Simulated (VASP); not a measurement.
# Si3Sn (P-6m2) in VASP: a series of runs

The runs below take Si3Sn through relaxation of cell and atoms, single point, with PBE.

All numbers are computed with VASP 6.6.1; they aren't measurements. Logs are shortened: lines on timing, memory, paths and dates and some standing lists are left out, and cuts for length are marked.

## 1. The cell of the first run

It takes space group P-6m2 (No. 187, hexagonal). Conventional cell: a = 3.054 Å, b = 3.054 Å, c = 9.152 Å, α = 90.00°, β = 90.00°, γ = 120.00°. Si (site symmetry 3m) has 9 Si at 2.60 to 3.05 Å and 3 Sn at 3.19 Å within 3.4 Å. Within 3.4 Å of Si (site symmetry -6m2) lie 12 Si at 2.60 to 3.05 Å. Sn (site symmetry -6m2) has 6 Sn at 3.05 Å and 6 Si at 3.19 Å within 4.0 Å.

## 2. Relaxation of cell and atoms, PBE

The input, INCAR:

```
PREC     = Accurate       # precision mode
ENCUT    = 600            # plane-wave cutoff, eV
EDIFF    = 1E-6           # SCF threshold, eV
ISMEAR   = 0              # smearing method
SIGMA    = 0.1            # smearing width, eV
LREAL    = F              # projectors in reciprocal space
LASPH    = T              # aspherical terms in the spheres
NELM     = 100            # most SCF steps
ALGO     = Normal         # electronic algorithm
ISIF     = 3              # what is computed and relaxed
LWAVE    = F              # write WAVECAR
LCHARG   = F              # write CHGCAR
GGA      = PE             # functional
IBRION   = 2              # ionic algorithm
NSW      = 100            # ionic steps
EDIFFG   = -0.01          # ionic threshold
```

The input, KPOINTS:

```
Automatic mesh
0
Gamma
  18 18 6
```

The input, POSCAR:

```
Si3Sn
1.0
    3.0536806003      0.0000000000      0.0000000000
   -1.5268403002      2.6445649749      0.0000000000
    0.0000000000      0.0000000000      9.1519830434
Si Sn
3 1
Direct
    0.3333333333      0.6666666667      0.7094535039
    0.3333333333      0.6666666667      0.2905464961
    0.6666666667      0.3333333333      0.5000000000
    0.6666666667      0.3333333333      0.0000000000
```

Potentials or basis: VASP PAW PBE potentials, release 64 (Si, Sn_d).

Run with:

```console
cat potpaw_PBE.64/Si/POTCAR potpaw_PBE.64/Sn_d/POTCAR > POTCAR
mpirun -np 1 vasp_std > vasp.out
```

OUTCAR:

```text
PREC = Accurate
   ENCUT = 600
   EDIFF = 1E-6
   ISMEAR = 0
   LREAL = F
   LASPH = T
   NELM = 100
   ISIF = 3
   GGA = PE
   IBRION = 2
   NSW = 100
   EDIFFG = -0.01

 ion  position               nearest neighbor table
   1  0.333  0.667  0.709-   3 2.60   3 2.60   3 2.60   4 3.19   4 3.19   4 3.19
   2  0.333  0.667  0.291-   3 2.60   3 2.60   3 2.60   4 3.19   4 3.19   4 3.19
   3  0.667  0.333  0.500-   1 2.60   2 2.60   1 2.60   2 2.60   1 2.60   2 2.60
   4  0.667  0.333  0.000-   1 3.19   2 3.19   1 3.19   2 3.19   1 3.19   2 3.19

  LATTYP: Found a hexagonal cell.
 ALAT       =     3.0536806003
 C/A-ratio  =     2.9970334954

  Lattice vectors:

 A1 = (   3.0536806003,   0.0000000000,   0.0000000000)
 A2 = (  -1.5268403002,   2.6445649749,   0.0000000000)
 A3 = (   0.0000000000,   0.0000000000,   9.1519830434)

Analysis of symmetry for initial positions (statically):
=====================================================================
 Subroutine PRICEL returns:
 Original cell was already a primitive cell.

 Routine SETGRP: Setting up the symmetry group for a
 hexagonal supercell.

 Subroutine GETGRP returns: Found 12 space group operations
 (whereof 12 operations were pure point group operations)
 out of a pool of 24 trial point group operations.

The static configuration has the point symmetry D_3h.

Analysis of symmetry for dynamics (positions and initial velocities):
=====================================================================
 Subroutine PRICEL returns:
 Original cell was already a primitive cell.

 Routine SETGRP: Setting up the symmetry group for a
 hexagonal supercell.

 Subroutine GETGRP returns: Found 12 space group operations
 (whereof 12 operations were pure point group operations)
 out of a pool of 24 trial point group operations.

The dynamic configuration has the point symmetry D_3h.

 Subroutine INISYM returns: Found 12 space group operations
 (whereof 12 operations are pure point group operations),
 and found     1 'primitive' translations

----------------------------------------------------------------------------------------

                                     Primitive cell

  volume of cell :      73.9083

  direct lattice vectors                    reciprocal lattice vectors
     3.053680600  0.000000000  0.000000000     0.327473672  0.189067013  0.000000000
    -1.526840300  2.644564975  0.000000000     0.000000000  0.378134026  0.000000000
     0.000000000  0.000000000  9.151983043     0.000000000  0.000000000  0.109265937

  length of vectors
     3.053680600  3.053680600  9.151983043     0.378134026  0.378134026  0.109265937

  position of ions in fractional coordinates (direct lattice)
     0.333333333  0.666666667  0.709453504
     0.333333333  0.666666667  0.290546496
     0.666666667  0.333333333  0.500000000
     0.666666667  0.333333333  0.000000000

  ion indices of the primitive-cell ions
   primitive index   ion index
                 1           1
                 2           2
                 3           3
                 4           4

----------------------------------------------------------------------------------------

 KPOINTS: Automatic mesh

Automatic generation of k-mesh.
 Grid dimensions read from file:
 generate k-points for:   18   18    6

 Generating k-lattice:

  Cartesian coordinates                     Fractional coordinates (reciprocal lattice)
     0.018192982  0.010503723  0.000000000     0.055555556  0.000000000  0.000000000
     0.000000000  0.021007446  0.000000000     0.000000000  0.055555556  0.000000000
     0.000000000  0.000000000  0.018210989     0.000000000  0.000000000  0.166666667

  Length of vectors
     0.021007446  0.021007446  0.018210989

  Shift w.r.t. Gamma in fractional coordinates (k-lattice)
     0.000000000  0.000000000  0.000000000

 Subroutine IBZKPT returns following result:
 ===========================================

 Found    148 irreducible k-points:

 Following reciprocal coordinates:
            Coordinates               Weight
  0.000000  0.000000  0.000000      1.000000
  0.055556  0.000000  0.000000      6.000000
  0.111111  0.000000  0.000000      6.000000
  0.166667  0.000000  0.000000      6.000000
  0.222222  0.000000  0.000000      6.000000
  0.277778  0.000000  0.000000      6.000000
[... 16 lines left out ...]
  0.333333  0.111111  0.000000     12.000000
  0.388889  0.111111  0.000000     12.000000
 [... further k-points ...]
   k-points           NKPTS =    148   k-points in BZ     NKDIM =    148   number of bands    NBANDS=     17
   number of dos      NEDOS =    301   number of ions     NIONS =      4
   total plane-waves  NPLWV =  46080
   dimension x,y,z NGX =    24 NGY =   24 NGZ =   80
   dimension x,y,z NGXF=    48 NGYF=   48 NGZF=  160
   ions per type =               3   1
   NGX,Y,Z   is equivalent  to a cutoff of  13.07, 13.07, 14.53 a.u.
   NGXF,Y,Z  is equivalent  to a cutoff of  26.13, 26.13, 29.06 a.u.
 SYSTEM =  unknown system
   PREC   = accura    normal or accurate (medium, high low for compatibility)
   ISTART =      0    job   : 0-new  1-cont  2-samecut
   ICHARG =      2    charge: 1-file 2-atom 10-const
   ISPIN  =      1    spin polarized calculation?
   LNONCOLLINEAR =      F non collinear calculations
   LSORBIT =      F    spin-orbit coupling
   LASPH  =      T    aspherical Exc in radial PAW
   ENCUT  =  600.0 eV  44.10 Ry    6.64 a.u.   6.10  6.10 18.28*2*pi/ulx,y,z
   NELM   =    100;   NELMIN=  2; NELMDL= -5     # of ELM steps
   EDIFF  = 0.1E-05   stopping-criterion for ELM
   LREAL  =      F    real-space projection
   EDIFFG = -.1E-01   stopping-criterion for IOM
   NSW    =    100    number of steps for IOM
   IBRION =      2    ionic relax: 0-MD 1-quasi-New 2-CG
   NFREE  =      1    steps in history (QN), initial steepest desc. (CG)
   ISIF   =      3    stress and relaxation
   ISYM   =      2    0-nonsym 1-usesym 2-fastsym
   POTIM  = 0.5000    time-step for ionic-motion
   TEBEG  =    0.0;   TEEND  =   0.0 temperature during run
   PSTRESS=    0.0 pullay stress
   NELECT =      26.0000    total number of electrons
   NUPDOWN=      -1.0000    fix difference up-down
   EMIN   =  10.00;   EMAX   =-10.00  energy-range for DOS
   EFERMI =   0.00;   METHOD = LEGACY
   ISMEAR =     0;   SIGMA  =   0.10  broadening in eV -4-tet -1-fermi 0-gaus
   EFERMI_NEDOS =   21; number of points for ismear=-14 and -15
   IALGO  =     38    algorithm
   IMIX   =      4    mixing-type and parameters
     AMIX     =   0.40;   BMIX     =  1.00
     AMIX_MAG =   1.60;   BMIX_MAG =  1.00
  volume/ion in A,a.u.               =      18.48       124.69
  Fermi-wavevector in a.u.,A,eV,Ry     =   1.155673  2.183905 18.171667  1.335580
  Thomas-Fermi vector in A             =   2.292299
   LORBIT       =      0    0 simple, 1 ext, 2 COOP (PROOUT), +10 PAW based schemes
   GGA     = PE    functional components
   LHFCALC =     F    Hartree Fock is set to
   AEXX    =    0.0000 exact exchange contribution
   IVDW    =     0    specifies the selected vdW correction
   LEPSILON=     F    determine dielectric tensor
   LRPA    =     F    only Hartree local field effects (RPA)
 conjugate gradient relaxation of ions
 non-spin polarized calculation
 Gauss-broadening in eV      SIGMA  =   0.10
  energy-cutoff  :      600.00
  volume of cell :       73.91
 maximum number of plane-waves:      2508
   NGX = 13   NGY = 13   NGZ = 37

--------------------------------------- Ionic step        1  -------------------------------------------

 number of electron      25.9999997 magnetization

 Free energy of the ion-electron system (eV)
  ---------------------------------------------------
  ext. energy  EPLUGINS =         0.00000000
  ---------------------------------------------------
  free energy    TOTEN  =       -17.90290990 eV

  energy without entropy =      -17.89289417  energy(sigma->0) =      -17.89790204

------------------------ aborting loop because EDIFF is reached ----------------------------------------

  FORCE on cell =-STRESS in cart. coord.  units (eV):
  Direction    XX          YY          ZZ          XY          YZ          ZX
  --------------------------------------------------------------------------------------
  -------------------------------------------------------------------------------------
  Total        0.6835885      0.6835885     -0.9758090     -0.0000000     -0.0000000      0.0000000
  in kB       14.8187739     14.8187739    -21.1535058     -0.0000000     -0.0000000      0.0000000
  external PRESSURE =       2.8280140 kB  Pullay stress =       0.0000000 kB
[... 95 lines left out ...]
  FREE ENERGIE OF THE ION-ELECTRON SYSTEM (eV)
  ---------------------------------------------------
  free  energy   TOTEN  =       -18.0046111829 eV

  energy  without entropy=      -17.9943105514  energy(sigma->0) =      -17.99946087

[... ionic steps 4 to 10 ...]

--------------------------------------- Ionic step       11  -------------------------------------------

 number of electron      25.9999991 magnetization

------------------------ aborting loop because EDIFF is reached ----------------------------------------

  FORCE on cell =-STRESS in cart. coord.  units (eV):
  Direction    XX          YY          ZZ          XY          YZ          ZX
  --------------------------------------------------------------------------------------
  -------------------------------------------------------------------------------------
  Total       -0.0296651     -0.0296651      0.0589408      0.0000000      0.0000000      0.0000000
  in kB       -0.6039707     -0.6039707      1.2000127      0.0000000      0.0000000      0.0000000
  external PRESSURE =      -0.0026429 kB  Pullay stress =       0.0000000 kB
[... 61 lines left out ...]
  energy  without entropy=      -18.6328698822  energy(sigma->0) =      -18.63660932

--------------------------------------- Ionic step       13  -------------------------------------------

 number of electron      25.9999995 magnetization

 Free energy of the ion-electron system (eV)
  ---------------------------------------------------
  ext. energy  EPLUGINS =         0.00000000
  ---------------------------------------------------
  free energy    TOTEN  =       -18.64093978 eV

  energy without entropy =      -18.63376670  energy(sigma->0) =      -18.63735324

 E-fermi :   7.8597     XC(G=0): -10.3270

 val. band max:        7.8343092735   @ k =   0.4444   0.0556   0.1667
 cond. band min:       7.8612619569   @ k =   0.1667   0.0000   0.1667
 fundamental gap:      0.0269526833
 Fermi energy:         7.8596563521

 k-point     1 :       0.0000    0.0000    0.0000
  band No.  band energies     occupation
      1     -13.6286      2.00000
      2     -13.6286      2.00000
      3     -13.6249      2.00000
      4     -13.5762      2.00000
      5     -13.5762      2.00000
      6      -4.9602      2.00000
[... 9 lines left out ...]
     16      11.1497      0.00000
     17      11.1497      0.00000
[... 443 lines left out ...]
      1     -13.6445      2.00000
      2     -13.6216      2.00000
      3     -13.5904      2.00000
      4     -13.5666      2.00000
      5     -13.5498      2.00000
      6      -2.2422      2.00000
[... 9 lines left out ...]
     16       9.7687      0.00000
     17      10.5718      0.00000

 [... further k-points ...]

------------------------ aborting loop because EDIFF is reached ----------------------------------------

  FORCE on cell =-STRESS in cart. coord.  units (eV):
  Direction    XX          YY          ZZ          XY          YZ          ZX
  --------------------------------------------------------------------------------------
  -------------------------------------------------------------------------------------
  Total        0.0374057      0.0374057      0.0028728     -0.0000000      0.0000000      0.0000000
  in kB        0.7602368      0.7602368      0.0583869     -0.0000000      0.0000000      0.0000000
  external PRESSURE =       0.5262868 kB  Pullay stress =       0.0000000 kB
[... 19 lines left out ...]
  FREE ENERGIE OF THE ION-ELECTRON SYSTEM (eV)
  ---------------------------------------------------
  free  energy   TOTEN  =       -18.6409397789 eV

  energy  without entropy=      -18.6337667024  energy(sigma->0) =      -18.63735324

 reached required accuracy - stopping structural energy minimisation
```

It took 17 min on 1 thread of Intel Xeon Platinum 8259CL at 2.50GHz (Skylake/Cascade Lake), shared host; peak memory 0.38 GiB.

What came out:

```
Free energy                            : -18.6409 eV
Relaxed volume                         : 19.71 Å³/atom
Relaxed cell                           : a = 3.563 Å, b = 3.563 Å, c = 7.172 Å, α = 90.00°, β = 90.00°, γ = 120.00°
Space group after relaxing (to 0.05 Å) : P-6m2 (No. 187)
Energy gained by relaxing              : 184.5 meV/atom
Ionic steps                            : 13
Pressure after relaxing                : 0.1 GPa
Band gap on the k mesh                 : zero (band 13 reaches 10.45 eV, above the bottom of band 14 at 5.99 eV)
```

The path:
```csv
step,energy change (eV),largest force (eV/Å),pressure (GPa),volume (Å³)
1,0.0000,0.1291,0.28,73.91
2,-0.0242,0.0945,0.14,74.25
3,-0.1017,0.2648,0.07,75.15
4,-0.3289,0.4141,0.25,76.41
5,-0.6318,0.8422,3.09,76.44
6,-0.6527,0.2872,1.00,76.86
7,-0.7249,0.0707,2.03,76.74
8,-0.7038,0.1879,-1.44,80.98
9,-0.7317,0.1049,0.76,78.13
10,-0.7366,0.1156,-0.19,78.85
11,-0.7370,0.0689,0.00,78.69
12,-0.7374,0.0519,0.01,78.73
13,-0.7380,0.0017,0.05,78.83
```

Final structure:
```
CELL_PARAMETERS angstrom
3.56268 0.00000 0.00000
-1.78134 3.08537 0.00000
0.00000 0.00000 7.17158
ATOMIC_POSITIONS crystal
Si 0.33333 0.66667 0.69440
Si 0.33333 0.66667 0.30560
Si 0.66667 0.33333 0.50000
Sn 0.66667 0.33333 0.00000
```

Levels at points of the mesh, in eV from the Fermi level:
```tsv
k point	band 9	band 10	band 11	band 12	band 13	band 14	band 15	band 16	band 17
(0.00, 0.00, 0.00)	-1.44	-0.65	-0.30	-0.30	2.44	3.02	3.02	3.29	3.29
(0.50, 0.00, 0.00)	-6.35	-4.49	-4.47	-2.36	0.46	1.21	1.27	2.01	2.15
(0.00, 0.00, 0.50)	-5.49	-0.22	-0.22	2.39	2.48	2.48	3.00	3.34	3.34
(0.50, 0.00, 0.50)	-6.26	-3.08	-2.69	-2.24	-1.49	-0.55	0.16	0.82	2.70
```

Caveat: spin-orbit coupling is left out, which moves the levels of the heavy elements.

(Continued in part 2 of 2.)
